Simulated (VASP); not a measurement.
Set up this calculation in VASP 6.6.1, as the native input.

| Property | Result |
| --- | --- |
| Task | single point |
| Functional | PBEsol |
| Potentials or basis | VASP PAW PBE potentials, release 64 (Mg, F) |
| Cutoff | 520 eV |
| k mesh | 4 × 4 × 1 |
| Occupations | gaussian, width 0.1 eV |
| Spin | no spin polarisation |
| Dipole correction | no |
| Further INCAR settings | ALGO = Normal; EDIFF = 1e-07; NBANDS = 28 |

The structure of Mg12F lies in POSCAR:

```
Mg12F
1.0
    6.4200000000      0.0000000000      0.0000000000
    3.2100000000      5.5598830000      0.0000000000
    0.0000000000      0.0000000000     18.2130400000
Mg F
12 1
Direct
    0.0000000000      0.0000000000      0.0549057159
    0.5000000000      0.0000000000      0.0549057159
   -0.0000000450      0.5000000899      0.0549057159
    0.4999999550      0.5000000899      0.0549057159
   -0.1739089663      0.3393353781      0.1929106838
    0.3307645317      0.3305055160      0.1940347136
   -0.1686567978      0.8327858698      0.1934825268
    0.3263289612      0.8329333549      0.1936863917
   -0.0191790546      0.0159792931      0.3299382201
    0.4960802066     -0.0128585440      0.3310198078
   -0.0169675191      0.5050649447      0.3375763739
    0.4879294607      0.5048728543      0.3384934640
    1.2417054609      0.4901703867      0.3960401998
```

These files were run (other wordings do the same):

INCAR

```
SYSTEM = Mg12F
  PREC = Accurate
  ENCUT = 520
  EDIFF = 1E-7
  ISMEAR = 0
  SIGMA = 0.1
  LREAL = .False.
  LASPH = .True.
  NELM = 60
  ALGO = Normal
  ISIF = 2
  LWAVE = .False.
  LCHARG = .False.
  GGA = PS
  NBANDS = 28
```

KPOINTS

```
Automatic mesh
0
Gamma
  4 4 1
  0 0 0
```

Potentials or basis: VASP PAW PBE potentials, release 64 (Mg, F).

Command:

```sh
$ cat potpaw_PBE.64/Mg/POTCAR potpaw_PBE.64/F/POTCAR > POTCAR
$ mpirun -np 1 vasp_std > vasp.out
```

It gave:

```json
{"Largest force": "0.064 eV/Å", "Band gap on the k mesh": "zero (an odd number of electrons rules out a gap without spin polarisation)"}
```

Caveat: there is no dipole correction, which matters where the two faces differ; the PAW data sets were made with another functional, which shifts forces and pressure a little.

Run time: 7.1 min on 1 thread of Oxide Virtual Turin-like Processor, on a shared host, peak memory 0.67 GiB.
